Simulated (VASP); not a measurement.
# Ti (P6_3/mmc) in VASP: notebook

The runs below take Ti through electric field gradients, with PBEsol.

Program: VASP 6.6.1. These are calculated values, not measurements. Logs are shortened: lines on timing, memory, paths and dates and some standing lists are left out, and cuts for length are marked.

### Step 1. The cell of the first run

It takes space group P6_3/mmc (No. 194, hexagonal). The conventional cell has a = 3.008 Å, b = 3.008 Å, c = 4.778 Å, α = 90.00°, β = 90.00°, γ = 120.00°. Within 3.9 Å of Ti (site symmetry -6m2) lie 12 Ti at 2.95 to 3.01 Å.

### Step 2. Electric field gradients, PBEsol (18.72 Å³/atom)

Contents of INCAR:

```
PREC = Accurate
ENCUT = 520
EDIFF = 1E-8
ISMEAR = -1
SIGMA = 0.05
LREAL = F
LASPH = T
NELM = 100
ALGO = Normal
ISIF = 2
LWAVE = F
LCHARG = F
GGA = PS
LEFG = T
NBANDS = 19
```

Contents of KPOINTS:

```
Automatic mesh
0
Gamma
  14 14 8
```

Contents of POSCAR:

```
Ti
1.0
    3.0078556446      0.0000000000      0.0000000000
   -1.5039278223      2.6048793991      0.0000000000
    0.0000000000      0.0000000000      4.7779056859
Ti
2
Direct
    0.3333333333      0.6666666667      0.2500000000
    0.6666666667      0.3333333333      0.7500000000
```

Potentials or basis: VASP PAW PBE potentials, release 64 (Ti_sv).

Launch:

```sh
cat potpaw_PBE.64/Ti_sv/POTCAR > POTCAR
mpirun -np 1 vasp_std > vasp.out
```

OUTCAR:

```text
PREC = Accurate
   ENCUT = 520
   EDIFF = 1E-8
   ISMEAR = -1
   LREAL = F
   LASPH = T
   NELM = 100
   ISIF = 2
   GGA = PS

 ion  position               nearest neighbor table
   1  0.333  0.667  0.250-
   2  0.667  0.333  0.750-

  LATTYP: Found a hexagonal cell.
 ALAT       =     3.0078556446
 C/A-ratio  =     1.5884757284

  Lattice vectors:

 A1 = (   3.0078556446,   0.0000000000,   0.0000000000)
 A2 = (  -1.5039278223,   2.6048793991,   0.0000000000)
 A3 = (   0.0000000000,   0.0000000000,   4.7779056859)

Analysis of symmetry for initial positions (statically):
=====================================================================
 Subroutine PRICEL returns:
 Original cell was already a primitive cell.

 Routine SETGRP: Setting up the symmetry group for a
 hexagonal supercell.

 Subroutine GETGRP returns: Found 24 space group operations
 (whereof 12 operations were pure point group operations)
 out of a pool of 24 trial point group operations.

The static configuration has the point symmetry D_3d.
 The point group associated with its full space group is D_6h.

Analysis of symmetry for dynamics (positions and initial velocities):
=====================================================================
 Subroutine PRICEL returns:
 Original cell was already a primitive cell.

 Routine SETGRP: Setting up the symmetry group for a
 hexagonal supercell.

 Subroutine GETGRP returns: Found 24 space group operations
 (whereof 12 operations were pure point group operations)
 out of a pool of 24 trial point group operations.

The dynamic configuration has the point symmetry D_3d.
 The point group associated with its full space group is D_6h.

 Subroutine INISYM returns: Found 24 space group operations
 (whereof 12 operations are pure point group operations),
 and found     1 'primitive' translations

----------------------------------------------------------------------------------------

                                     Primitive cell

  volume of cell :      37.4354

  direct lattice vectors                    reciprocal lattice vectors
     3.007855645  0.000000000  0.000000000     0.332462764  0.191947466  0.000000000
    -1.503927822  2.604879399  0.000000000     0.000000000  0.383894932  0.000000000
     0.000000000  0.000000000  4.777905686     0.000000000  0.000000000  0.209296722

  length of vectors
     3.007855645  3.007855645  4.777905686     0.383894932  0.383894932  0.209296722

  position of ions in fractional coordinates (direct lattice)
     0.333333333  0.666666667  0.250000000
     0.666666667  0.333333333  0.750000000

  ion indices of the primitive-cell ions
   primitive index   ion index
                 1           1
                 2           2

----------------------------------------------------------------------------------------

 KPOINTS: Automatic mesh

Automatic generation of k-mesh.
 Grid dimensions read from file:
 generate k-points for:   14   14    8

 Generating k-lattice:

  Cartesian coordinates                     Fractional coordinates (reciprocal lattice)
     0.023747340  0.013710533  0.000000000     0.071428571  0.000000000  0.000000000
     0.000000000  0.027421067  0.000000000     0.000000000  0.071428571  0.000000000
     0.000000000  0.000000000  0.026162090     0.000000000  0.000000000  0.125000000

  Length of vectors
     0.027421067  0.027421067  0.026162090

  Shift w.r.t. Gamma in fractional coordinates (k-lattice)
     0.000000000  0.000000000  0.000000000

 Subroutine IBZKPT returns following result:
 ===========================================

 Found    120 irreducible k-points:

 Following reciprocal coordinates:
            Coordinates               Weight
  0.000000  0.000000  0.000000      1.000000
  0.071429 -0.000000  0.000000      6.000000
  0.142857 -0.000000  0.000000      6.000000
  0.214286  0.000000  0.000000      6.000000
  0.285714  0.000000  0.000000      6.000000
  0.357143  0.000000  0.000000      6.000000
[... 16 lines left out ...]
  0.285714  0.285714  0.000000      6.000000
  0.357143  0.285714  0.000000      6.000000
 [... further k-points ...]
   k-points           NKPTS =    120   k-points in BZ     NKDIM =    120   number of bands    NBANDS=     19
   number of dos      NEDOS =    301   number of ions     NIONS =      2
   total plane-waves  NPLWV =  20736
   dimension x,y,z NGX =    24 NGY =   24 NGZ =   36
   dimension x,y,z NGXF=    48 NGYF=   48 NGZF=   72
   ions per type =               2
   NGX,Y,Z   is equivalent  to a cutoff of  13.26, 13.26, 12.53 a.u.
   NGXF,Y,Z  is equivalent  to a cutoff of  26.53, 26.53, 25.05 a.u.
 SYSTEM =  unknown system
   PREC   = accura    normal or accurate (medium, high low for compatibility)
   ISTART =      0    job   : 0-new  1-cont  2-samecut
   ICHARG =      2    charge: 1-file 2-atom 10-const
   ISPIN  =      1    spin polarized calculation?
   LNONCOLLINEAR =      F non collinear calculations
   LSORBIT =      F    spin-orbit coupling
   LASPH  =      T    aspherical Exc in radial PAW
   ENCUT  =  520.0 eV  38.22 Ry    6.18 a.u.   5.59  5.59  8.88*2*pi/ulx,y,z
   NELM   =    100;   NELMIN=  2; NELMDL= -5     # of ELM steps
   EDIFF  = 0.1E-07   stopping-criterion for ELM
   LREAL  =      F    real-space projection
   EDIFFG = 0.1E-06   stopping-criterion for IOM
   NSW    =      0    number of steps for IOM
   IBRION =     -1    ionic relax: 0-MD 1-quasi-New 2-CG
   NFREE  =      0    steps in history (QN), initial steepest desc. (CG)
   ISIF   =      2    stress and relaxation
   ISYM   =      2    0-nonsym 1-usesym 2-fastsym
   POTIM  = 0.5000    time-step for ionic-motion
   TEBEG  =    0.0;   TEEND  =   0.0 temperature during run
   PSTRESS=    0.0 pullay stress
   NELECT =      24.0000    total number of electrons
   NUPDOWN=      -1.0000    fix difference up-down
   EMIN   =  10.00;   EMAX   =-10.00  energy-range for DOS
   EFERMI =   0.00;   METHOD = LEGACY
   ISMEAR =    -1;   SIGMA  =   0.05  broadening in eV -4-tet -1-fermi 0-gaus
   EFERMI_NEDOS =   21; number of points for ismear=-14 and -15
   IALGO  =     38    algorithm
   IMIX   =      4    mixing-type and parameters
     AMIX     =   0.40;   BMIX     =  1.00
     AMIX_MAG =   1.60;   BMIX_MAG =  1.00
  volume/ion in A,a.u.               =      18.72       126.31
  Fermi-wavevector in a.u.,A,eV,Ry     =   1.411620  2.667575 27.111941  1.992671
  Thomas-Fermi vector in A             =   2.533453
   LORBIT       =      0    0 simple, 1 ext, 2 COOP (PROOUT), +10 PAW based schemes
   GGA     = PS    functional components
   LHFCALC =     F    Hartree Fock is set to
   AEXX    =    0.0000 exact exchange contribution
   IVDW    =     0    specifies the selected vdW correction
   LEPSILON=     F    determine dielectric tensor
   LRPA    =     F    only Hartree local field effects (RPA)
 non-spin polarized calculation
  energy-cutoff  :      520.00
  volume of cell :       37.44
 maximum number of plane-waves:      1026
 NGX is ok and might be reduce to    24
   NGX = 11   NGY = 11   NGZ = 17

 number of electron      23.9999996 magnetization

 Free energy of the ion-electron system (eV)
  ---------------------------------------------------
  ext. energy  EPLUGINS =         0.00000000
  ---------------------------------------------------
  free energy    TOTEN  =       -16.53505646 eV

  energy without entropy =      -16.51679591  energy(sigma->0) =      -16.52592618

 E-fermi :   7.4432     XC(G=0): -11.2819

 val. band max:        7.4423866930   @ k =   0.0714  -0.0000   0.5000
 cond. band min:       7.4595953898   @ k =   0.3571   0.2857   0.2500
 fundamental gap:      0.0172086967
 Fermi energy:         7.4431564306

 k-point     1 :       0.0000    0.0000    0.0000
  band No.  band energies     occupation
      1     -49.3133      2.00000
      2     -49.2117      2.00000
      3     -25.9270      2.00000
      4     -25.4073      2.00000
      5     -25.4073      2.00000
      6     -25.3681      2.00000
[... 11 lines left out ...]
     18       8.9405      0.00000
     19      10.3196      0.00000

 k-point     2 :       0.0714   -0.0000    0.0000
  band No.  band energies     occupation
      1     -49.3095      2.00000
      2     -49.2102      2.00000
      3     -25.9182      2.00000
      4     -25.4256      2.00000
      5     -25.4134      2.00000
      6     -25.3718      2.00000
[... 11 lines left out ...]
     18       8.8689      0.00000
     19      10.3570      0.00000

 k-point     3 :       0.1429   -0.0000    0.0000
  band No.  band energies     occupation
      1     -49.2987      2.00000
      2     -49.2061      2.00000
      3     -25.8926      2.00000
      4     -25.4768      2.00000
      5     -25.4301      2.00000
      6     -25.3987      2.00000
[... 11 lines left out ...]
     18       8.9362      0.00000
     19      10.4420      0.00000

 k-point     4 :       0.2143    0.0000    0.0000
  band No.  band energies     occupation
      1     -49.2827      2.00000
      2     -49.2006      2.00000
      3     -25.8530      2.00000
      4     -25.5515      2.00000
      5     -25.4728      2.00000
      6     -25.4535      2.00000
[... 11 lines left out ...]
     18       9.2975      0.00000
     19      10.5318      0.00000

 k-point     5 :       0.2857    0.0000    0.0000
  band No.  band energies     occupation
      1     -49.2639      2.00000
      2     -49.1955      2.00000
      3     -25.8037      2.00000
      4     -25.6351      2.00000
      5     -25.5526      2.00000
      6     -25.4785      2.00000
[... 11 lines left out ...]
     18       9.7338      0.00000
     19      10.6031      0.00000
[... 334 lines left out ...]
      2     -49.1919      2.00000
      3     -25.7104      2.00000
      4     -25.6877      2.00000
      5     -25.6567      2.00000
      6     -25.5515      2.00000
[... 11 lines left out ...]
     18      10.4985      0.00000
     19      11.3337      0.00000

 k-point    22 :       0.3571    0.2143    0.0000
  band No.  band energies     occupation
      1     -49.2151      2.00000
      2     -49.1941      2.00000
      3     -25.7350      2.00000
      4     -25.6491      2.00000
      5     -25.6487      2.00000
      6     -25.5875      2.00000
[... 11 lines left out ...]
     18      10.4914      0.00000
     19      11.9346      0.00000

 k-point    23 :       0.2857    0.2857    0.0000
  band No.  band energies     occupation
      1     -49.2133      2.00000
      2     -49.1947      2.00000
      3     -25.7151      2.00000
      4     -25.6512      2.00000
      5     -25.6421      2.00000
      6     -25.5885      2.00000
[... 11 lines left out ...]
     18      10.4873      0.00000
     19      12.0000      0.00000

 k-point    24 :       0.3571    0.2857    0.0000
  band No.  band energies     occupation
      1     -49.2065      2.00000
      2     -49.1983      2.00000
      3     -25.7163      2.00000
      4     -25.6258      2.00000
      5     -25.6227      2.00000
      6     -25.6121      2.00000
[... 11 lines left out ...]
     18      10.4403      0.00000
     19      12.6234      0.00000

 [... further k-points ...]

------------------------ aborting loop because EDIFF is reached ----------------------------------------

  FORCE on cell =-STRESS in cart. coord.  units (eV):
  Direction    XX          YY          ZZ          XY          YZ          ZX
  --------------------------------------------------------------------------------------
  -------------------------------------------------------------------------------------
  Total       -2.5476230     -2.5476230     -2.6862047      0.0000000      0.0000000      0.0000000
  in kB     -109.0344057   -109.0344057   -114.9654942      0.0000000      0.0000000      0.0000000
  external PRESSURE =    -111.0114352 kB  Pullay stress =       0.0000000 kB

 VOLUME and BASIS-vectors are now :
 -----------------------------------------------------------------------------
  energy-cutoff  :      520.00
  volume of cell :       37.44
      direct lattice vectors                 reciprocal lattice vectors
     3.007855645  0.000000000  0.000000000     0.332462764  0.191947466  0.000000000
    -1.503927822  2.604879399  0.000000000     0.000000000  0.383894932  0.000000000
     0.000000000  0.000000000  4.777905686     0.000000000  0.000000000  0.209296722

 POSITION                                       TOTAL-FORCE (eV/Angst)
 -----------------------------------------------------------------------------------
     -0.00000      1.73659      1.19448        -0.000000      0.000000      0.000000
      1.50393      0.86829      3.58343         0.000000     -0.000000      0.000000
 -----------------------------------------------------------------------------------
    total drift:                               -0.000000      0.000000     -0.000000

  FREE ENERGIE OF THE ION-ELECTRON SYSTEM (eV)
  ---------------------------------------------------
  free  energy   TOTEN  =       -16.5350564624 eV

  energy  without entropy=      -16.5167959051  energy(sigma->0) =      -16.52592618

 Electric field gradients (V/A^2)
---------------------------------------------------------------------
 ion       V_xx      V_yy      V_zz      V_xy      V_xz      V_yz
---------------------------------------------------------------------
   1      -7.179    -7.180    14.359    -0.001     0.000    -0.000
   2      -7.179    -7.180    14.359    -0.001    -0.000     0.000
---------------------------------------------------------------------

 Electric field gradients after diagonalization (V/A^2)
 (convention: |V_zz| > |V_xx| > |V_yy|)
----------------------------------------------------------------------
 ion       V_xx      V_yy      V_zz     asymmetry (V_yy - V_xx)/ V_zz
----------------------------------------------------------------------
   1      -7.181    -7.178    14.359       0.000
   2      -7.181    -7.178    14.359       0.000
----------------------------------------------------------------------

           NMR quadrupolar parameters

 Cq : quadrupolar parameter    Cq=e*Q*V_zz/h
 eta: asymmetry parameters     (V_yy - V_xx)/ V_zz
 Q  : nuclear electric quadrupole moment in mb (millibarn)
----------------------------------------------------------------------
 ion       Cq(MHz)       eta       Q (mb)
----------------------------------------------------------------------
   1       0.035       0.000       1.000
   2       0.035       0.000       1.000
----------------------------------------------------------------------
```

Run time: 2.2 min. Hardware: 1 thread of Intel Xeon 8259CL, shared host; peak memory 0.2 GiB.

Results:

```yaml
Free_energy: -16.5351 eV
Pressure: -11.1 GPa
Band_gap_on_the_k_mesh: zero (bands 12 and 13 overlap by 1.00 eV)
Largest_electric_field_gradient_by_atom: Ti +14.4 V/Å²
```

Levels at points of the mesh, in eV from the Fermi level:
```
           k point  band 9  band 10  band 11  band 12  band 13  band 14  band 15  band 16
(0.00, 0.00, 0.00)   -6.02    -2.52     0.58     0.73     0.73     0.81     1.17     1.17
(0.50, 0.00, 0.00)   -2.25    -1.96    -1.67    -0.67     0.47     0.55     1.06     3.06
(0.00, 0.00, 0.50)   -4.27    -4.27     0.08     0.08     0.65     0.65     0.65     0.65
(0.50, 0.00, 0.50)   -2.36    -2.36    -0.74    -0.74     1.15     1.15     1.59     1.59
```

Electric field gradients, principal values (V/Å²):
```csv
atom,least,middle,greatest (by size)
1 Ti,-7.178,-7.181,14.359
2 Ti,-7.178,-7.181,14.359
```

Caveat: the cell stands under tension; without QUAD_EFG the Cq values of the log hold for a quadrupole moment of 1 mb, not for the nuclei; the PAW data sets were made with another functional, which shifts forces and pressure a little.

(Part 1 of 2 ends here.)
